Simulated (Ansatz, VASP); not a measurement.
**C: VASP beside Ansatz**

INCAR

```
ALGO = Normal ; EDIFF = 1E-6
ENCUT = 520 ; GGA = PE
ISIF = 2 ; ISMEAR = 0
LASPH = True ; LCHARG = False
LREAL = False ; LWAVE = False
NBANDS = 26 ; NELM = 100
PREC = Accurate ; SIGMA = 0.05
```

KPOINTS

```
k-points
0
Gamma
  6 6 6
```

Contents of POSCAR:

```
C
1.0
    3.5714750638      0.0000000000      0.0000000000
    0.0000000000     -3.5714750638      0.0000000000
    0.0000000000      0.0000000000     -3.5714750638
C
8
Direct
    0.5000000000      0.0000000000     -0.0174997722
    0.0000000000      0.5000000000      0.0000000000
    0.0000000000      0.0000000000      0.5000000000
    0.5000000000      0.5000000000      0.5000000000
    0.7500000000      0.7500000000      0.7500000000
    0.2500000000      0.2500000000      0.7500000000
    0.2500000000      0.7500000000      0.2500000000
    0.7500000000      0.2500000000      0.2500000000
```

Input for Ansatz:

```yaml
crystal:
  lattice:
    - [3.5714750638, 0.0, 0.0]
    - [0.0, -3.5714750638, 0.0]
    - [0.0, 0.0, -3.5714750638]
  atoms:
    - { symbol: C, position: [0.5, 0.0, -0.0174997722] }
    - { symbol: C, position: [0.0, 0.5, 0.0] }
    - { symbol: C, position: [0.0, 0.0, 0.5] }
    - { symbol: C, position: [0.5, 0.5, 0.5] }
    - { symbol: C, position: [0.75, 0.75, 0.75] }
    - { symbol: C, position: [0.25, 0.25, 0.75] }
    - { symbol: C, position: [0.25, 0.75, 0.25] }
    - { symbol: C, position: [0.75, 0.25, 0.25] }
basis:
  ecutwfc: 420
kpoints:
  mp_grid: { grid: [6, 6, 6] }
hamiltonian:
  xc: pbe
scf:
  occupations: { method: gaussian, width: 0.05 }
output:
  forces: true
  stress: true
  eigenvalues: true
```

Alike in both runs: task single point; functional PBE; k mesh 6 × 6 × 6; occupations gaussian, width 0.05 eV; no spin polarisation.

```csv
,VASP,Ansatz
version,VASP 6.6.1,Ansatz 0.2.0
potentials or method,"VASP PAW PBE potentials, release 64 (C), cutoff 520 eV","scalar-relativistic, plane waves, PAW"
valence electrons in the cell,32,32
```

VASP gave:

```
gap on the k mesh at the Fermi level (eV)                     : 3.88
least direct gap on the mesh (eV)                             : 4.21
pressure (GPa)                                                : 1.1
traceless stress, the component that is largest in VASP (GPa) : 0.68
rms of the force components (eV/Å)                            : 0.633
```

Task: Estimate Ansatz's values.

Result: gap on the k mesh at the Fermi level (eV): 3.89; least direct gap on the mesh (eV): 4.22; pressure (GPa): 0.4; traceless stress, the component that is largest in VASP (GPa): 0.62; rms of the force components (eV/Å): 0.630.

Atom by atom the forces differ by 0.004 eV/Å (rms over components).
